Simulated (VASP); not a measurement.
Write the native input for VASP 6.6.1 that does the following.

- Task: single point
- Functional: PBE
- Potentials or basis: VASP PAW PBE potentials, release 64 (Y_sv)
- Cutoff: 520 eV
- k mesh: 18 × 18 × 18
- Occupations: fermi-dirac, width 0.05 eV
- Spin: collinear spin
- Starting moments: [1.0] μB
- Dipole correction: no
- Further INCAR settings: ALGO = Normal; EDIFF = 1e-06; NBANDS = 16

The structure of Y lies in POSCAR:

```
Y
1.0
   -1.9654639476      1.9654639476      1.9654639476
    1.9654639476     -1.9654639476      1.9654639476
    1.9654639476      1.9654639476     -1.9654639476
Y
1
Direct
    0.0000000000      0.0000000000      0.0000000000
```

This isn't the form of Y at room conditions, which is hcp.

One way to write it, as run:

INCAR

```
SYSTEM = Y
  PREC = Accurate
  ENCUT = 520
  EDIFF = 1E-6
  ISMEAR = -1
  SIGMA = 0.05
  LREAL = .False.
  LASPH = .True.
  NELM = 150
  ALGO = Normal
  ISIF = 2
  LWAVE = .False.
  LCHARG = .True.
  ISPIN = 2
  MAGMOM = 1
  LORBIT = 11
  LMAXMIX = 4
  GGA = PE
  LELF = .True.
  LVHAR = .True.
  NBANDS = 16
```

KPOINTS

```
Automatic mesh
0
Gamma
  18 18 18
  0 0 0
```

Potentials or basis: VASP PAW PBE potentials, release 64 (Y_sv).

The run is started by

```console
$ cat potpaw_PBE.64/Y_sv/POTCAR > POTCAR
$ mpirun -np 1 vasp_std > vasp.out
```

Results of the run:

```yaml
Pressure: 3.5 GPa
Net_moment: 0.00 μB per cell
Valence_electrons_inside_the_program's_atomic_spheres: Y 9.53
```

Caveat: the cell stands under pressure.

Wall time 110 s on 1 thread of Intel(R) Xeon(R) 6975P-C (Granite Rapids), on a shared host, peak memory 0.31 GiB.
